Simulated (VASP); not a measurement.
## W8C9F3: single point with PBEsol

The system is W8C9F3, a slab with vacuum.

```
W C F
1.0
     5.77632    0.00000    0.00000
    -2.88816    5.00244    0.00000
     0.00000    0.00000   16.23846
W C F
8 9 3
Direct
  0.00000 0.00000 0.06158
  0.00001 0.00000 0.23551
  0.00000 0.50000 0.06158
  0.00058 0.50029 0.23626
  0.50000 0.00000 0.06158
  0.49972 0.99942 0.23626
  0.50000 0.50000 0.06158
  0.49971 0.50028 0.23626
  0.33329 0.16664 0.14211
  0.33557 0.16780 0.30418
  0.33333 0.66667 0.14340
  0.33334 0.66666 0.31428
  0.83336 0.16665 0.14211
  0.83221 0.16776 0.30418
  0.83335 0.66671 0.14211
  0.83224 0.66443 0.30418
  0.33336 0.66666 0.40729
  0.20656 0.41677 0.43853
  0.58326 0.78975 0.43853
  0.21028 0.79347 0.43853
```

```json
{
  "Program": "VASP 6.6.1",
  "Task": "single point",
  "Functional": "PBEsol",
  "Potentials or basis": "VASP PAW PBE potentials, release 64 (W_sv, C_h, F_h)",
  "Cutoff": "1010 eV",
  "k mesh": "3 × 3 × 1",
  "Occupations": "fermi-dirac, width 0.15 eV",
  "Spin": "no spin polarisation"
}
```

```
Largest force          : 0.231 eV/Å
Band gap on the k mesh : zero (an odd number of electrons rules out a gap without spin polarisation)
```

Forces in eV/Å, atoms in the order of the input:
```
W    0.000  0.000 -0.231
W    0.000  0.000 -0.036
W    0.105  0.060 -0.005
W    0.017  0.010 -0.011
W    0.000 -0.121 -0.005
W    0.000 -0.019 -0.011
W   -0.105  0.061 -0.005
W   -0.016  0.009 -0.011
C    0.000  0.000  0.000
C   -0.001 -0.001  0.081
C    0.000  0.000 -0.003
C    0.000  0.000  0.054
C    0.000  0.000  0.000
C    0.001 -0.001  0.081
C    0.000  0.000  0.000
C    0.000  0.002  0.081
C    0.000  0.000 -0.058
F    0.003 -0.072  0.026
F    0.061  0.039  0.026
F   -0.064  0.033  0.026
```

Levels at points of the mesh, in eV from the Fermi level:
```tsv
k point	band 83	band 84	band 85	band 86	band 87	band 88
(0.00, 0.00, 0.00)	0.27	0.49	0.49	0.53	1.32	1.42
```

It took 39 min on 1 thread of Intel(R) Xeon(R) Platinum 8259CL CPU @ 2.50GHz (Skylake/Cascade Lake), on a shared host, peak memory 1.4 GiB.

Caveat: the k points lie up to 0.42 Å⁻¹ apart, too coarse for converged energies and pressures of a metal; there is no dipole correction, which matters where the two faces differ; the PAW data sets were made with another functional, which shifts forces and pressure a little; spin-orbit coupling is left out, which moves the levels of the heavy elements; an odd number of electrons without spin polarisation forces a metal; a magnetic or distorted state may lie lower.
